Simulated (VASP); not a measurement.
Here is a VASP 6.6.1 calculation.

Contents of INCAR:

```
SYSTEM = Ti7Cu5Ni4Ag4
PREC = Accurate
ENCUT = 520
EDIFF = 1E-7
ISMEAR = 0
SIGMA = 0.1
LREAL = Auto
LASPH = .TRUE.
NELM = 80
ALGO = Normal
ISIF = 2
LWAVE = .FALSE.
LCHARG = .FALSE.
GGA = PE
NBANDS = 128
ISYM = 0
```

The input KPOINTS:

```
Automatic mesh
0
Gamma
  2 2 2
  0.5 0.5 0.5
```

The input POSCAR:

```
Ti7Cu5Ni4Ag4
1.0
    6.9158040604     -0.0561431818      0.0444226468
   -0.0422203854      6.2648283105     -0.0700007471
    0.0458685654     -0.0847343937      6.7506134893
Ti Cu Ni Ag
7 5 4 4
Direct
    0.6712753345      0.1561808977     -0.0102576076
    0.9551520572      0.8764854943      0.8823225366
    0.3186905666      0.8933599426      0.1282181009
    0.0210985975      0.6037818626      0.2248489986
    0.2348161079      0.6586328836      0.7598268297
    0.2794365124      0.1153806129      0.7862940662
    0.8416267570      0.1755494717      0.5885100607
    0.5909284878      0.8622735985      0.6926917337
    0.6789465782      0.4183409996      0.3239696513
    0.4641734414      0.1011902423      0.4345027136
    0.5444079485      0.4125090063      0.6702911704
    0.0084019960      0.1517665994      0.1886049492
    0.9848926117      0.3624382928      0.8781452399
    0.4072642747      0.6816105604      0.4130007456
    0.8834476803      0.6069805476      0.5969374008
    0.1114752844      0.9173746580      0.4884597295
    0.6544690558      0.6163235843      0.9821354420
    0.7401871789      0.8708851532      0.3064834347
    0.3379144884      0.3854189357      0.1007564036
    0.1856790510      0.3496863443      0.4828094933
```

Potentials or basis: VASP PAW PBE potentials, release 64 (Ti_sv, Cu, Ni, Ag).

Run with:

```console
$ cat potpaw_PBE.64/Ti_sv/POTCAR potpaw_PBE.64/Cu/POTCAR potpaw_PBE.64/Ni/POTCAR potpaw_PBE.64/Ag/POTCAR > POTCAR
$ mpirun -np 1 vasp_std > vasp.out
```

Problem. Predict the band gap on the k mesh.

Solution. Zero (an odd number of electrons rules out a gap without spin polarisation).

Problem. What does it give for the largest force?

Solution. 0.047 eV/Å.

Forces in eV/Å, atoms in the order of the input:
```
Ti   0.003 -0.021  0.006
Ti  -0.007  0.001  0.003
Ti  -0.007  0.001 -0.021
Ti   0.023  0.037 -0.018
Ti   0.000  0.017  0.032
Ti  -0.020 -0.034  0.007
Ti   0.030  0.002  0.013
Cu  -0.002  0.004  0.004
Cu   0.006  0.007 -0.016
Cu  -0.002  0.001 -0.018
Cu  -0.007  0.001  0.017
Cu   0.000 -0.002  0.016
Ni   0.003  0.011 -0.003
Ni  -0.010 -0.011 -0.024
Ni   0.001 -0.002 -0.012
Ni  -0.009  0.000 -0.007
Ag   0.006 -0.001  0.009
Ag  -0.011 -0.019  0.003
Ag   0.000  0.013  0.014
Ag   0.005 -0.006 -0.006
```

Caveat: the k points lie up to 0.50 Å⁻¹ apart, too coarse for converged energies and pressures of a metal. Spin polarisation is off, so any magnetic state and its effect on volume and gap are missing.
